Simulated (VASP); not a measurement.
Wanted: the native input for a VASP 6.6.1 run.

```
Task                   : electric field gradients
Functional             : PBE
Potentials or basis    : VASP PAW PBE potentials, release 64 (Ti_sv, Al)
Cutoff                 : 520 eV
k mesh                 : 15 × 15 × 15
Occupations            : fermi-dirac, width 0.05 eV
Spin                   : no spin polarisation
Dipole correction      : no
Further INCAR settings : ALGO = Normal; EDIFF = 1e-08; NBANDS = 18
```

The structure of TiAl3 lies in POSCAR:

```
TiAl3
1.0
   -1.9111067713      1.9111067713      4.2806687947
    1.9111067713     -1.9111067713      4.2806687947
    1.9111067713      1.9111067713     -4.2806687947
Ti Al
1 3
Direct
    0.0000000000      0.0000000000      0.0000000000
    0.5000000000      0.5000000000      0.0000000000
    0.7500000000      0.2500000000      0.5000000000
    0.2500000000      0.7500000000      0.5000000000
```

These files were run (other wordings do the same):

INCAR

```
SYSTEM = TiAl3
PREC = Accurate
ENCUT = 520
EDIFF = 1E-8
ISMEAR = -1
SIGMA = 0.05
LREAL = .False.
LASPH = .True.
NELM = 60
ALGO = Normal
ISIF = 2
LWAVE = .False.
LCHARG = .False.
GGA = PE
LEFG = .True.
NBANDS = 18
```

KPOINTS

```
regular mesh
0
Gamma
  15 15 15
  0 0 0
```

Potentials or basis: VASP PAW PBE potentials, release 64 (Ti_sv, Al).

Command:

```bash
$ cat potpaw_PBE.64/Ti_sv/POTCAR potpaw_PBE.64/Al/POTCAR > POTCAR
$ mpirun -np 1 vasp_std > vasp.out
```

Results of the run:

```yaml
Pressure: 2.1 GPa
Band_gap_on_the_k_mesh: zero (an odd number of electrons rules out a gap without spin polarisation)
Largest_electric_field_gradient_by_atom: Ti -25.6; Al +32.7, -8.9 (each value once) V/Å²
```

Caveat: without QUAD_EFG the Cq values of the log hold for a quadrupole moment of 1 mb, not for the nuclei.

Wall time 16 min on 1 thread of Oxide Virtual Turin-like Processor (shared host), peak memory 0.43 GiB.
